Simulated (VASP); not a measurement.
A run of VASP 6.6.1 is set up as follows.

The input INCAR:

```
SYSTEM = LaC2
ALGO = Fast
EDIFF = 1E-6
ENCUT = 520
ISIF = 2
ISMEAR = 0
LASPH = .TRUE.
LCHARG = .TRUE.
LELF = .TRUE.
LREAL = .FALSE.
LVHAR = .TRUE.
LWAVE = .FALSE.
NBANDS = 16
NELM = 100
PREC = Accurate
SIGMA = 0.1
```

File KPOINTS:

```
k-points
0
G
  16 16 16
  0 0 0
```

POSCAR

```
LaC2
1.0
   -1.9293386113      1.9293386113      3.2479087893
    1.9293386113     -1.9293386113      3.2479087893
    1.9293386113      1.9293386113     -3.2479087893
La C
1 2
Direct
    0.0000000000      0.0000000000      0.0000000000
    0.4010891634      0.4010891634      0.0000000000
    0.5989108366      0.5989108366      0.0000000000
```

Potentials or basis: VASP PAW LDA potentials, release 64 (La, C).

The run is started by

```bash
$ cat potpaw_LDA.64/La/POTCAR potpaw_LDA.64/C/POTCAR > POTCAR
$ mpirun -np 1 vasp_std > vasp.out
```

Task: Predict the pressure.

Result: 0.2 GPa.

Task: Predict the band gap on the k mesh.

Result: Zero (an odd number of electrons rules out a gap without spin polarisation).

Task: What does it give for the largest force?

Result: 0.096 eV/Å.

Forces in eV/Å, atoms in the order of the input:
```
La   0.000  0.000  0.000
C    0.000  0.000 -0.096
C    0.000  0.000  0.096
```

Caveat: spin-orbit coupling is left out, which moves the levels of the heavy elements.
